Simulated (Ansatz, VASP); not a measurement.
Cd in VASP and in Ansatz

Contents of POSCAR:

```
Cd
1.0
    0.0000000000      3.0772608027      3.0772608027
    3.0772608027      0.0000000000      3.0772608027
    3.0772608027      3.0772608027      0.0000000000
Cd
2
Direct
    0.1250000000      0.1250000000      0.1250000000
    0.8750000000      0.8750000000      0.8750000000
```

File INCAR.step1:

```
SYSTEM = Cd
ALGO = Normal
EDIFF = 1E-4
ENCUT = 600
GGA = PE
ISMEAR = -1
LASPH = .True.
LCHARG = .False.
LREAL = .False.
LWAVE = .True.
NELM = 80
PREC = Accurate
SIGMA = 0.1
```

Contents of INCAR.step2:

```
SYSTEM = Cd
ALGO = Normal
EDIFF = 1E-7
EDIFFG = -0.01
ENCUT = 600
IBRION = 2
ISIF = 3
ISMEAR = -1
ISTART = 1
LASPH = .True.
LCHARG = .False.
LMIXTAU = .True.
LREAL = .False.
LWAVE = .False.
METAGGA = R2SCAN
NELM = 80
NSW = 80
PREC = Accurate
SIGMA = 0.1
```

KPOINTS

```
k-points
0
Gamma
  9 9 9
  0 0 0
```

Input for Ansatz:

```yaml
crystal:
  lattice:
    - [0.0, 3.0772608027, 3.0772608027]
    - [3.0772608027, 0.0, 3.0772608027]
    - [3.0772608027, 3.0772608027, 0.0]
  atoms:
    - { symbol: Cd, position: [0.125, 0.125, 0.125] }
    - { symbol: Cd, position: [0.875, 0.875, 0.875] }
hamiltonian:
  xc: r2scan
  pseudopotentials:
    kind: paw
    azcp:
      Cd: "pseudopotentials/Cd.paw.azcp"
basis:
  ecutwfc: 500
  fft_grid_basis: typed
kpoints:
  mp_grid: { grid: [9, 9, 9], shift: [0, 0, 0] }
magnetization:
  spin_polarized: false
scf:
  occupations: { method: fermi_dirac, width: 0.1 }
relax:
  max_steps: 60
  f_tol: 0.01
  cell: {}
```

Alike in both runs: task relaxation of cell and atoms; functional r2SCAN; k mesh 9 × 9 × 9; occupations fermi-dirac, width 0.1 eV; no spin polarisation.

|  | VASP | Ansatz |
| --- | --- | --- |
| version | VASP 6.6.1 | Ansatz 0.2.0 |
| potentials or method | VASP PAW PBE potentials, release 64 (Cd), cutoff 600 eV | plane waves (500 eV) with PAW, scalar-relativistic |
| valence electrons in the cell | 24 | 40 |

|  | VASP | Ansatz | Ansatz less VASP |
| --- | --- | --- | --- |
| relaxed volume (Å³/atom) | 34.80 | 34.44 | -0.358 |
| relaxed length of the cell vector where the two differ most in proportion (Å) | 4.617 | 4.601 | -0.0159 |

VASP's potentials were made for PBE, not for r2SCAN. VASP's potentials hold 24 valence electrons a cell and Ansatz's 40, so a difference there can come from the potentials and not from the codes.

Noted on VASP's run: the volume moved by over 15 % at a fixed basis, so the end points are rough.
